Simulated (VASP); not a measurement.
Set up this calculation in VASP 6.6.1, as the native input.

```
Task                   : single point
Functional             : r2SCAN
Potentials or basis    : VASP PAW PBE potentials, release 64 (Gd, O)
Cutoff                 : 520 eV
k mesh                 : 9 × 9 × 9
Occupations            : fermi-dirac, width 0.05 eV
Spin                   : collinear spin, ferromagnetic start
Starting moments       : [7.0, 0.0] μB
Dipole correction      : no
Further INCAR settings : ALGO = Normal; EDIFF = 1e-06; NBANDS = 23
```

Crystal: GdO.

```
CELL_PARAMETERS angstrom
0.00000 2.75295 2.75295
2.75295 0.00000 2.75295
2.75295 2.75295 0.00000
ATOMIC_POSITIONS crystal
Gd 0.00000 0.00000 0.00000
O 0.75000 0.75000 0.75000
```

One way to write it, as run:

POSCAR

```
GdO
1.0
    0.0000000000      2.7529546205      2.7529546205
    2.7529546205      0.0000000000      2.7529546205
    2.7529546205      2.7529546205      0.0000000000
Gd O
1 1
Direct
    0.0000000000      0.0000000000      0.0000000000
    0.7500000000      0.7500000000      0.7500000000
```

INCAR.step1

```
SYSTEM = GdO
  PREC = Accurate
  ENCUT = 520
  ISMEAR = -1
  SIGMA = 0.05
  LREAL = .False.
  LASPH = .True.
  NELM = 150
  ISPIN = 2
  MAGMOM = 7 0
  LMAXMIX = 6
  NBANDS = 23
  GGA = PE
  ALGO = Normal
  EDIFF = 1E-4
  LWAVE = .True.
  LCHARG = .False.
```

INCAR.step2

```
SYSTEM = GdO
  PREC = Accurate
  ENCUT = 520
  EDIFF = 1E-6
  ISMEAR = -1
  SIGMA = 0.05
  LREAL = .False.
  LASPH = .True.
  NELM = 150
  ALGO = Normal
  ISIF = 2
  LWAVE = .False.
  LCHARG = .False.
  ISPIN = 2
  MAGMOM = 7 0
  LORBIT = 11
  LMAXMIX = 6
  METAGGA = R2SCAN
  LMIXTAU = .True.
  NBANDS = 23
  ISTART = 1
```

KPOINTS

```
Automatic mesh
0
Gamma
  9 9 9
  0 0 0
```

Potentials or basis: VASP PAW PBE potentials, release 64 (Gd, O).

Command:

```sh
$ cat potpaw_PBE.64/Gd/POTCAR potpaw_PBE.64/O/POTCAR > POTCAR
$ cp INCAR.step1 INCAR
$ mpirun -np 1 vasp_std > vasp.out
$ cp INCAR.step2 INCAR
$ mpirun -np 1 vasp_std > vasp.out
```

Results of the run:

The pressure is -7.5 GPa. The net moment is 7.93 μB per cell. The site moments are Gd +6.98; O +0.03 μB and the valence electrons inside the program's atomic spheres are Gd 15.13; O 5.01.

Caveat: the cell stands under tension; the PAW data sets were made with another functional, which shifts forces and pressure a little; a cell with one magnetic atom can't hold antiferromagnetic order, which such compounds often take.

Wall time 3.7 min on 1 thread of Intel(R) Xeon(R) 6975P-C (Granite Rapids) (shared host), peak memory 0.24 GiB.
